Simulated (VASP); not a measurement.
Runs of VASP 6.6.1 on AlN. The structure is that of space group P6_3mc (No. 186), or close to it. The cells are those of the table. 

| cell | gap on the mesh (eV) | pressure (GPa) | largest force (eV/Å) |
| --- | --- | --- | --- |
| a = 3.204, b = 3.204, c = 5.053 Å, angles 90.0, 90.0, 120.0°, 4 atoms | 3.51 | -16.5 | 0.08 |
| a = 3.111, b = 3.111, c = 4.903 Å, angles 90.0, 90.0, 120.0°, 4 atoms | 4.28 | -0.9 | - |
| a = 3.204, b = 3.204, c = 5.127 Å, angles 90.0, 90.0, 120.0°, 4 atoms | 3.42 | -18.4 | 0.18 |
| a = 3.204, b = 3.204, c = 4.978 Å, angles 90.0, 90.0, 120.0°, 4 atoms | 3.60 | -14.4 | 0.07 |
| a = 3.158, b = 3.158, c = 4.978 Å, angles 90.0, 90.0, 120.0°, 4 atoms | 3.89 | -9.5 | 0.04 |
| a = 3.018, b = 3.018, c = 5.053 Å, angles 90.0, 90.0, 120.0°, 4 atoms | 4.69 | 7.5 | 0.71 |
| a = 3.018, b = 3.018, c = 4.829 Å, angles 90.0, 90.0, 120.0°, 4 atoms | 4.90 | 17.8 | 0.19 |
| a = 3.158, b = 3.158, c = 4.829 Å, angles 90.0, 90.0, 120.0°, 4 atoms | 4.06 | -3.9 | 0.40 |
| a = 3.064, b = 3.064, c = 4.903 Å, angles 90.0, 90.0, 120.0°, 4 atoms | 4.59 | 6.0 | 0.19 |
| a = 3.018, b = 3.018, c = 4.903 Å, angles 90.0, 90.0, 120.0°, 4 atoms | 4.90 | 14.0 | 0.42 |
| a = 3.158, b = 3.158, c = 5.127 Å, angles 90.0, 90.0, 120.0°, 4 atoms | (b) | -14.0 | 0.28 |
| a = 3.018, b = 3.018, c = 4.978 Å, angles 90.0, 90.0, 120.0°, 4 atoms | 4.81 | (a) | 0.59 |

Alike in all rows: task single point; level LDA; potentials or basis VASP PAW LDA potentials, release 64 (Al, N); no spin polarisation; k mesh 9 × 9 × 6; cutoff (eV) 520; smearing gaussian 0.05 eV.

Task: Estimate the missing entries.

Result: (a) 10.6; (b) 3.70.

A k mesh can miss the band edges.
